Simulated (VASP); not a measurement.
Runs of VASP 6.6.1 on CuH8. The structure is that of space group R-3m (No. 166), or close to it. The cells are those of the table. 

```tsv
task	cell	k mesh	cutoff (eV)	gap on the mesh (eV)	pressure (GPa)	largest force (eV/Å)
single point	a = 4.577, b = 4.577, c = 4.361 Å, angles 91.7, 91.7, 91.3°, 9 atoms	4 × 4 × 4	520	none	-0.1	0.04
single point	a = 6.223, b = 6.223, c = 4.364 Å, angles 132.6, 132.6, 63.6°, 9 atoms	4 × 4 × 4	520	none	-0.2	(a)
single point	a = 4.505, b = 4.505, c = 4.454 Å, angles 90.9, 90.9, 90.8°, 9 atoms	8 × 8 × 10	520	none	-0.1	0.03
relaxation of cell and atoms	relaxed from a = 4.581, b = 4.581, c = 4.364 Å, angles 91.9, 91.9, 91.4°, 9 atoms	4 × 4 × 4	600	none	0.0	0.01
```

Alike in all rows: level PBE; potentials or basis VASP PAW PBE potentials, release 64 (Cu, H); no spin polarisation; smearing gaussian 0.1 eV.

Task: Fill in the values left out.

Result: (a) 0.07.

Caveats: some runs use coarse meshes.

A gap of «none» marks levels without a gap at the run's occupations.
